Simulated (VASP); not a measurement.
Crystal: GaN.

```
CELL_PARAMETERS angstrom
3.18000 0.00000 0.00000
-1.59000 2.75396 0.00000
0.00000 0.00000 5.16600
ATOMIC_POSITIONS crystal
Ga 0.66667 0.33333 0.50000
Ga 0.33333 0.66667 0.00000
N 0.66667 0.33333 0.87500
N 0.33333 0.66667 0.37500
```

* Program: VASP 6.6.1
* Task: relaxation of cell and atoms
* Functional: RPBE
* Dispersion: D3(BJ)
* Potentials or basis: VASP PAW PBE potentials, release 64 (Ga_d, N)
* Cutoff: 600 eV
* k mesh: 10 × 10 × 5
* Occupations: fermi-dirac, width 0.05 eV
* Spin: no spin polarisation

At the start: pressure -8.6 GPa; volume 11.31 Å³/atom.

Where does the relaxation end?

Over 7 steps the energy falls by 14.4 meV/atom and the volume is 10.81 Å³/atom (-4.4 %); space group P6_3mc (No. 186, to 0.05 Å).

The path:
| step | energy change (eV) | largest force (eV/Å) | pressure (GPa) | volume (Å³) |
| --- | --- | --- | --- | --- |
| 1 | 0.0000 | 0.1491 | -8.58 | 45.24 |
| 2 | 0.0003 | 0.1620 | 10.09 | 41.39 |
| 3 | -0.0576 | 0.0126 | -0.02 | 43.25 |
| 4 | -0.0576 | 0.0094 | 0.12 | 43.21 |
| 5 | -0.0577 | 0.0178 | -0.14 | 43.26 |
| 6 | -0.0577 | 0.0173 | -0.07 | 43.25 |
| 7 | -0.0577 | 0.0001 | -0.03 | 43.24 |

Final structure:
```
Ga N
1.0
     3.13077    0.00000    0.00000
    -1.56539    2.71133    0.00000
     0.00000    0.00000    5.09429
Ga N
2 2
Direct
  0.66667 0.33333 0.49905
  0.33333 0.66667 0.99905
  0.66667 0.33333 0.87595
  0.33333 0.66667 0.37595
```

Caveat: the PAW data sets were made with another functional, which shifts forces and pressure a little.
